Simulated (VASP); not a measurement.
Write the native input for VASP 6.6.1 that does the following.

| Property | Result |
| --- | --- |
| Task | single point |
| Functional | r2SCAN |
| Potentials or basis | VASP PAW PBE potentials, release 64 (Cd, Se) |
| Cutoff | 520 eV |
| k mesh | 8 × 8 × 8 |
| Occupations | fermi-dirac, width 0.02 eV |
| Spin | no spin polarisation |
| Dipole correction | no |
| Further INCAR settings | ALGO = Normal; EDIFF = 1e-06; NBANDS = 16 |

Crystal: CdSe.

```
Cd Se
1.0
     0.00000    2.84295    2.84295
     2.84295    0.00000    2.84295
     2.84295    2.84295    0.00000
Cd Se
1 1
Direct
  0.00000 0.00000 0.00000
  0.50000 0.50000 0.50000
```

One way to write it, as run:

POSCAR

```
CdSe
1.0
    0.0000000000      2.8429458730      2.8429458730
    2.8429458730      0.0000000000      2.8429458730
    2.8429458730      2.8429458730      0.0000000000
Cd Se
1 1
Direct
    0.0000000000      0.0000000000      0.0000000000
    0.5000000000      0.5000000000      0.5000000000
```

INCAR.step1

```
PREC = Accurate ; ENCUT = 520
ISMEAR = -1 ; SIGMA = 0.02
LREAL = F ; LASPH = T
NELM = 100 ; NBANDS = 16
GGA = PE ; ALGO = Normal
EDIFF = 1E-4 ; LWAVE = T
LCHARG = F
```

INCAR.step2

```
PREC = Accurate ; ENCUT = 520
EDIFF = 1E-6 ; ISMEAR = -1
SIGMA = 0.02 ; LREAL = F
LASPH = T ; NELM = 100
ALGO = Normal ; ISIF = 2
LWAVE = F ; LCHARG = F
METAGGA = R2SCAN ; LMIXTAU = T
NBANDS = 16 ; ISTART = 1
```

KPOINTS

```
regular mesh
0
Gamma
  8 8 8
```

Potentials or basis: VASP PAW PBE potentials, release 64 (Cd, Se).

Command:

```console
$ cat potpaw_PBE.64/Cd/POTCAR potpaw_PBE.64/Se/POTCAR > POTCAR
$ cp INCAR.step1 INCAR
$ mpirun -np 1 vasp_std > vasp.out
$ cp INCAR.step2 INCAR
$ mpirun -np 1 vasp_std > vasp.out
```

Results of the run:

```yaml
Pressure: 0.4 GPa
```

Caveat: the PAW data sets were made with another functional, which shifts forces and pressure a little.

Run time: 3.3 min on 1 thread of AMD EPYC 7R43 64-Core Processor (Zen 3), on a shared host, peak memory 0.14 GiB.
